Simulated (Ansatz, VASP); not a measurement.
TiO2, level by level in two programs

```
Ti O
1.0
     4.66037    0.00000    0.00000
     0.00000    4.66037    0.00000
     0.00000    0.00000    2.99816
Ti O
2 4
Direct
  0.00000 0.00000 0.50000
  0.50000 0.50000 0.00000
  0.30432 0.30432 0.50000
  0.19568 0.80432 0.00000
  0.80432 0.19568 0.00000
  0.69568 0.69568 0.50000
```

Single points on this cell with VASP 6.6.1 and Ansatz 0.2.0. Each row is one pair of runs. Alike in all rows: spin: off; k mesh: 6 × 6 × 9; smearing: fermi-dirac, width 0.05 eV.

```tsv
level	VASP's potentials, cutoff	Ansatz's potentials, cutoff	gap on the k mesh at the Fermi level (eV), VASP	gap on the k mesh at the Fermi level (eV), Ansatz	least direct gap on the mesh (eV), VASP	least direct gap on the mesh (eV), Ansatz	pressure (GPa), VASP	pressure (GPa), Ansatz
LDA	VASP PAW LDA potentials, release 64 (Ti_sv, O), 520 eV	JTH PAW LDA, 1380 eV	1.66	1.68	1.66	1.68	-16.0	-16.6
LDA	VASP PAW LDA potentials, release 64 (Ti_sv, O), 520 eV	Ansatz PAW, 420 eV	1.66	1.69	1.66	1.69	-16.0	-17.1
PBE+D4	VASP PAW PBE potentials, release 64 (Ti_sv, O), 520 eV	Ansatz PAW, 420 eV	1.75	?	1.75	?	-7.6	?
```

**Question.** Fill in what Ansatz gave in row 3.

**Answer.** gap on the k mesh at the Fermi level (eV): 1.77; least direct gap on the mesh (eV): 1.77; pressure (GPa): -8.3.

Noted on Ansatz's runs: odd divisions of the mesh miss points on the zone boundary, where band edges often lie, so the gap on the mesh can be too wide.
